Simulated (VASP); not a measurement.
A run of VASP 6.6.1 is set up as follows.

File INCAR:

```
ALGO     = Normal         # electronic algorithm
EDIFF    = 1E-6           # SCF threshold, eV
ENCUT    = 520            # plane-wave cutoff, eV
GGA      = CA             # functional
ISIF     = 2              # what is computed and relaxed
ISMEAR   = 0              # smearing method
LASPH    = True           # aspherical terms in the spheres
LCHARG   = True           # write CHGCAR
LELF     = True           # ELF
LREAL    = False          # projectors in reciprocal space
LVHAR    = True         
LWAVE    = False          # write WAVECAR
NBANDS   = 35             # bands
NELM     = 100            # most SCF steps
PREC     = Accurate       # precision mode
SIGMA    = 0.1            # smearing width, eV
```

The input KPOINTS:

```
k-points
0
Gamma
  4 4 6
```

POSCAR

```
SnO2
1.0
    4.7373500000      0.0000000000      0.0000000000
    0.0000000000      4.7373500000      0.0000000000
    0.0000000000      0.0000000000      3.1864000000
Sn O
2 4
Direct
    0.0000000000      0.0000000000      0.0000000000
    0.5000000000      0.5000000000      0.5000000000
    0.3056200000      0.3056200000      0.0000000000
    0.1943800000      0.8056200000      0.5000000000
    0.6943800000      0.6943800000      0.0000000000
    0.8056200000      0.1943800000      0.5000000000
```

Potentials or basis: VASP PAW LDA potentials, release 64 (Sn_d, O).

Launch:

```bash
$ cat potpaw_LDA.64/Sn_d/POTCAR potpaw_LDA.64/O/POTCAR > POTCAR
$ mpirun -np 1 vasp_std > vasp.out
```

(1) Predict the pressure.

(2) Predict the largest force.

(3) What does it give for the band gap on the k mesh?

Results:

(1) 0.0 GPa.

(2) 0.048 eV/Å.

(3) 1.14 eV, direct.

Caveat: spin-orbit coupling is left out, which moves the levels of the heavy elements.
